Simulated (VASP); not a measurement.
# Ge in VASP: a series of runs, part 2 of 2

VASP 6.6.1. Earlier steps stand in the parts before.

### 3 Single point, LDA

Input file INCAR:

```
SYSTEM = Ge
PREC     = Accurate       ! precision mode
ENCUT    = 520            ! plane-wave cutoff, eV
EDIFF    = 1E-7           ! SCF threshold, eV
ISMEAR   = 0              ! smearing method
SIGMA    = 0.1            ! smearing width, eV
LREAL    = .FALSE.        ! projectors in reciprocal space
LASPH    = .TRUE.         ! aspherical terms in the spheres
NELM     = 80             ! most SCF steps
ALGO     = Normal         ! electronic algorithm
ISIF     = 2              ! what is computed and relaxed
LWAVE    = .FALSE.        ! write WAVECAR
LCHARG   = .FALSE.        ! write CHGCAR
LDIPOL   = .TRUE.       
IDIPOL   = 3            
DIPOL    = 0.5 0.5 0.500
NBANDS   = 21             ! bands
```

Input file KPOINTS:

```
regular mesh
0
G
  12 12 1
  0 0 0
```

Input file POSCAR:

```
Ge
1.0
    3.7040000000      0.0000000000      0.0000000000
   -1.8520000000      3.2077580956      0.0000000000
    0.0000000000      0.0000000000     28.0000000000
Ge
2
Direct
    0.3333333333      0.6666666667      0.5127500000
    0.6666666667      0.3333333333      0.4872500000
```

Potentials or basis: VASP PAW LDA potentials, release 64 (Ge_d).

Launch:

```
$ cat potpaw_LDA.64/Ge_d/POTCAR > POTCAR
$ mpirun -np 1 vasp_std > vasp.out
```

OUTCAR:

```text
SYSTEM = Ge
   PREC = Accurate
   ENCUT = 520
   EDIFF = 1E-7
   ISMEAR = 0
   LREAL = .FALSE.
   LASPH = .TRUE.
   NELM = 80
   ISIF = 2

 ion  position               nearest neighbor table
   1  0.333  0.667  0.513-   2 2.25   2 2.25   2 2.25
   2  0.667  0.333  0.487-   1 2.25   1 2.25   1 2.25

  LATTYP: Found a hexagonal cell.
 ALAT       =     3.7040000000
 C/A-ratio  =     7.5593952484

  Lattice vectors:

 A1 = (   3.7040000000,   0.0000000000,   0.0000000000)
 A2 = (  -1.8520000000,   3.2077580956,   0.0000000000)
 A3 = (   0.0000000000,   0.0000000000,  28.0000000000)

Analysis of symmetry for initial positions (statically):
=====================================================================
 Subroutine PRICEL returns:
 Original cell was already a primitive cell.

 Routine SETGRP: Setting up the symmetry group for a
 hexagonal supercell.

 Subroutine GETGRP returns: Found 12 space group operations
 (whereof 12 operations were pure point group operations)
 out of a pool of 24 trial point group operations.

The static configuration has the point symmetry D_3d.

Analysis of symmetry for dynamics (positions and initial velocities):
=====================================================================
 Subroutine PRICEL returns:
 Original cell was already a primitive cell.

 Routine SETGRP: Setting up the symmetry group for a
 hexagonal supercell.

 Subroutine GETGRP returns: Found 12 space group operations
 (whereof 12 operations were pure point group operations)
 out of a pool of 24 trial point group operations.

The dynamic configuration has the point symmetry D_3d.

 Subroutine INISYM returns: Found 12 space group operations
 (whereof 12 operations are pure point group operations),
 and found     1 'primitive' translations

----------------------------------------------------------------------------------------

                                     Primitive cell

  volume of cell :     332.6830

  direct lattice vectors                    reciprocal lattice vectors
     3.704000000  0.000000000  0.000000000     0.269978402  0.155872103  0.000000000
    -1.852000000  3.207758096  0.000000000     0.000000000  0.311744206  0.000000000
     0.000000000  0.000000000 28.000000000     0.000000000  0.000000000  0.035714286

  length of vectors
     3.704000000  3.704000000 28.000000000     0.311744206  0.311744206  0.035714286

  position of ions in fractional coordinates (direct lattice)
     0.333333333  0.666666667  0.512750000
     0.666666667  0.333333333  0.487250000

  ion indices of the primitive-cell ions
   primitive index   ion index
                 1           1
                 2           2

----------------------------------------------------------------------------------------

 KPOINTS: regular mesh

Automatic generation of k-mesh.
 Grid dimensions read from file:
 generate k-points for:   12   12    1

 Generating k-lattice:

  Cartesian coordinates                     Fractional coordinates (reciprocal lattice)
     0.022498200  0.012989342  0.000000000     0.083333333  0.000000000  0.000000000
     0.000000000  0.025978684  0.000000000     0.000000000  0.083333333  0.000000000
     0.000000000  0.000000000  0.035714286     0.000000000  0.000000000  1.000000000

  Length of vectors
     0.025978684  0.025978684  0.035714286

  Shift w.r.t. Gamma in fractional coordinates (k-lattice)
     0.000000000  0.000000000  0.000000000

 Subroutine IBZKPT returns following result:
 ===========================================

 Found     19 irreducible k-points:

 Following reciprocal coordinates:
            Coordinates               Weight
  0.000000  0.000000  0.000000      1.000000
  0.083333  0.000000  0.000000      6.000000
  0.166667  0.000000  0.000000      6.000000
  0.250000  0.000000  0.000000      6.000000
  0.333333 -0.000000  0.000000      6.000000
  0.416667  0.000000  0.000000      6.000000
[... 11 lines left out ...]
  0.333333  0.250000  0.000000     12.000000
  0.333333  0.333333  0.000000      2.000000
   k-points           NKPTS =     19   k-points in BZ     NKDIM =     19   number of bands    NBANDS=     21
   number of dos      NEDOS =    301   number of ions     NIONS =      2
   total plane-waves  NPLWV = 164640
   dimension x,y,z NGX =    28 NGY =   28 NGZ =  210
   dimension x,y,z NGXF=    56 NGYF=   56 NGZF=  420
   ions per type =               2
   NGX,Y,Z   is equivalent  to a cutoff of  12.57, 12.57, 12.47 a.u.
   NGXF,Y,Z  is equivalent  to a cutoff of  25.13, 25.13, 24.94 a.u.
 SYSTEM =  Ge
   PREC   = accura    normal or accurate (medium, high low for compatibility)
   ISTART =      0    job   : 0-new  1-cont  2-samecut
   ICHARG =      2    charge: 1-file 2-atom 10-const
   ISPIN  =      1    spin polarized calculation?
   LNONCOLLINEAR =      F non collinear calculations
   LSORBIT =      F    spin-orbit coupling
   LASPH  =      T    aspherical Exc in radial PAW
   ENCUT  =  520.0 eV  38.22 Ry    6.18 a.u.   6.89  6.89 52.06*2*pi/ulx,y,z
   NELM   =     80;   NELMIN=  2; NELMDL= -5     # of ELM steps
   EDIFF  = 0.1E-06   stopping-criterion for ELM
   LREAL  =      F    real-space projection
   EDIFFG = 0.1E-05   stopping-criterion for IOM
   NSW    =      0    number of steps for IOM
   IBRION =     -1    ionic relax: 0-MD 1-quasi-New 2-CG
   NFREE  =      0    steps in history (QN), initial steepest desc. (CG)
   ISIF   =      2    stress and relaxation
   ISYM   =      2    0-nonsym 1-usesym 2-fastsym
   POTIM  = 0.5000    time-step for ionic-motion
   TEBEG  =    0.0;   TEEND  =   0.0 temperature during run
   PSTRESS=    0.0 pullay stress
   NELECT =      28.0000    total number of electrons
   NUPDOWN=      -1.0000    fix difference up-down
   EMIN   =  10.00;   EMAX   =-10.00  energy-range for DOS
   EFERMI =   0.00;   METHOD = LEGACY
   ISMEAR =     0;   SIGMA  =   0.10  broadening in eV -4-tet -1-fermi 0-gaus
   EFERMI_NEDOS =   21; number of points for ismear=-14 and -15
   IALGO  =     38    algorithm
   IMIX   =      4    mixing-type and parameters
     AMIX     =   0.40;   BMIX     =  1.00
     AMIX_MAG =   1.60;   BMIX_MAG =  1.00
  volume/ion in A,a.u.               =     166.34      1122.53
  Fermi-wavevector in a.u.,A,eV,Ry     =   0.717437  1.355760  7.003141  0.514716
  Thomas-Fermi vector in A             =   1.806117
   LORBIT       =      0    0 simple, 1 ext, 2 COOP (PROOUT), +10 PAW based schemes
   GGA     = CA    functional components
   LHFCALC =     F    Hartree Fock is set to
   AEXX    =    0.0000 exact exchange contribution
   IVDW    =     0    specifies the selected vdW correction
   LEPSILON=     F    determine dielectric tensor
   LRPA    =     F    only Hartree local field effects (RPA)
 non-spin polarized calculation
 Gauss-broadening in eV      SIGMA  =   0.10
  energy-cutoff  :      520.00
  volume of cell :      332.68
 maximum number of plane-waves:      9002
 NGX is ok and might be reduce to    28
   NGX = 13   NGY = 13   NGZ =105

 number of electron      27.9999994 magnetization

 dipolmoment           0.000000      0.000000     -0.000000 electrons x Angstroem

 Free energy of the ion-electron system (eV)
  ---------------------------------------------------
  ext. energy  EPLUGINS =         0.00000000
  ---------------------------------------------------
  free energy    TOTEN  =        -8.85641421 eV

  energy without entropy =       -8.85509858  energy(sigma->0) =       -8.85575639

 E-fermi :  -3.3430     XC(G=0):  -1.8014

 val. band max:       -3.4388431714   @ k =   0.3333   0.3333   0.0000
 cond. band min:      -3.2837923864   @ k =   0.0000   0.0000   0.0000
 fundamental gap:      0.1550507851
 Fermi energy:        -3.3429971603

 k-point     1 :       0.0000    0.0000    0.0000
  band No.  band energies     occupation
      1     -28.0268      2.00000
      2     -28.0268      2.00000
      3     -27.9148      2.00000
      4     -27.9148      2.00000
      5     -27.8419      2.00000
      6     -27.7813      2.00000
[... 13 lines left out ...]
     20       1.3022      0.00000
     21       1.6661      0.00000
[... 409 lines left out ...]
 k-point    19 :       0.3333    0.3333    0.0000
  band No.  band energies     occupation
      1     -28.0925      2.00000
      2     -27.9821      2.00000
      3     -27.9821      2.00000
      4     -27.8032      2.00000
      5     -27.7389      2.00000
      6     -27.7389      2.00000
[... 13 lines left out ...]
     20       5.0215      0.00000
     21       5.0215      0.00000

------------------------ aborting loop because EDIFF is reached ----------------------------------------

 vacuum level on the upper side and lower side of the slab       (xc-potential included)        -0.007        -0.007

  FORCE on cell =-STRESS in cart. coord.  units (eV):
  Direction    XX          YY          ZZ          XY          YZ          ZX
  --------------------------------------------------------------------------------------
  -------------------------------------------------------------------------------------
  Total        4.9618606      4.9618606      0.3153066      0.0000000      0.0000000      0.0000000
  in kB       23.8959621     23.8959621      1.5184936      0.0000000      0.0000000      0.0000000
  external PRESSURE =      16.4368059 kB  Pullay stress =       0.0000000 kB

 VOLUME and BASIS-vectors are now :
 -----------------------------------------------------------------------------
  energy-cutoff  :      520.00
  volume of cell :      332.68
      direct lattice vectors                 reciprocal lattice vectors
     3.704000000  0.000000000  0.000000000     0.269978402  0.155872103  0.000000000
    -1.852000000  3.207758096  0.000000000     0.000000000  0.311744206  0.000000000
     0.000000000  0.000000000 28.000000000     0.000000000  0.000000000  0.035714286

 POSITION                                       TOTAL-FORCE (eV/Angst)
 -----------------------------------------------------------------------------------
     -0.00000      2.13851     14.35700         0.000000      0.000000      0.459013
      1.85200      1.06925     13.64300        -0.000000     -0.000000     -0.459013
 -----------------------------------------------------------------------------------
    total drift:                                0.000000      0.000000     -0.000000

  FREE ENERGIE OF THE ION-ELECTRON SYSTEM (eV)
  ---------------------------------------------------
  free  energy   TOTEN  =        -8.8564142078 eV

  energy  without entropy=       -8.8550985770  energy(sigma->0) =       -8.85575639

 vacuum level on the upper side and lower side of the slab         1.193         1.193
```

Wall time 4.2 min (1 thread of AMD EPYC 7R43 (Zen 3), shared host); peak memory 0.31 GiB.

Results:

| Property | Result |
| --- | --- |
| Free energy | -8.8564 eV |
| Largest force | 0.459 eV/Å |
| Band gap on the k mesh | zero (band 14 reaches -3.28 eV, above the bottom of band 15 at -3.44 eV) |

Forces on the atoms (eV/Å):
```
Ge   0.000  0.000  0.459
Ge   0.000  0.000 -0.459
```

### 4 Single point, LDA

Input file INCAR:

```
SYSTEM = Ge
PREC = Accurate ; ENCUT = 520
EDIFF = 1E-6 ; ISMEAR = 0
SIGMA = 0.1 ; LREAL = .FALSE.
LASPH = .TRUE. ; NELM = 100
ALGO = Normal ; ISIF = 2
LWAVE = .FALSE. ; LCHARG = .FALSE.
LDIPOL = .TRUE. ; IDIPOL = 3
DIPOL = 0.5 0.5 0.500 ; NBANDS = 21
```

Input file KPOINTS:

```
Automatic mesh
0
G
  12 12 1
  0 0 0
```

Input file POSCAR:

```
Ge
1.0
    3.7040000000      0.0000000000      0.0000000000
   -1.8520000000      3.2077580956      0.0000000000
    0.0000000000      0.0000000000     28.0000000000
Ge
2
Direct
    0.3333333333      0.6666666667      0.5178571429
    0.6666666667      0.3333333333      0.4821428571
```

Launch:

```
$ cat potpaw_LDA.64/Ge_d/POTCAR > POTCAR
$ mpirun -np 1 vasp_std > vasp.out
```

It took 4.3 min on 1 thread of AMD EPYC 7R43 (Zen 3), shared host; peak memory 0.32 GiB.

The run converged. Its results:

* Free energy: -8.8206 eV
* Largest force: 0.647 eV/Å
* Band gap on the k mesh: zero (band 14 reaches -2.47 eV, above the bottom of band 15 at -3.64 eV)

Forces on the atoms (eV/Å):
```
Ge   0.000  0.000 -0.647
Ge   0.000  0.000  0.647
```

Levels at points of the mesh, in eV from the Fermi level:
```csv
k point,band 11,band 12,band 13,band 14,band 15,band 16,band 17,band 18
"(0.00, 0.00, 0.00)",-11.98,-4.58,0.68,0.68,1.02,2.92,4.10,4.30
"(0.50, 0.00, 0.00)",-9.37,-7.44,-1.80,-1.35,0.01,2.54,4.69,6.18
```
